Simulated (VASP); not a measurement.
A run of VASP 6.6.1 is set up as follows.

The input INCAR:

```
  PREC = Accurate
  ENCUT = 520
  EDIFF = 1E-7
  ISMEAR = -1
  SIGMA = 0.15
  LREAL = F
  LASPH = T
  NELM = 80
  ALGO = Normal
  ISIF = 2
  LWAVE = F
  LCHARG = F
  GGA = PS
  NBANDS = 41
```

Contents of KPOINTS:

```
regular mesh
0
Gamma
  12 12 4
```

The input POSCAR:

```
Ga2O
1.0
    3.0278639175      0.0000000000      0.0000000000
   -1.5139319587      2.6222070717      0.0000000000
    0.0000000000      0.0000000000     11.8198800991
Ga O
4 2
Direct
    0.0000000000      0.0000000000      0.3944579173
    0.0000000000      0.0000000000      0.6055420827
    0.6666666667      0.3333333333      0.1011654222
    0.3333333333      0.6666666667      0.8988345778
    0.6666666667      0.3333333333      0.3263786488
    0.3333333333      0.6666666667      0.6736213512
```

Potentials or basis: VASP PAW PBE potentials, release 64 (Ga_d, O).

Launch:

```bash
$ cat potpaw_PBE.64/Ga_d/POTCAR potpaw_PBE.64/O/POTCAR > POTCAR
$ mpirun -np 1 vasp_std > vasp.out
```

(1) Predict the pressure.

(2) Estimate the largest force.

(3) Predict the band gap on the k mesh.

## Answers

(1) -0.1 GPa.

(2) 0.031 eV/Å.

(3) zero (bands 32 and 33 overlap by 1.97 eV).

Caveat: the PAW data sets were made with another functional, which shifts forces and pressure a little.
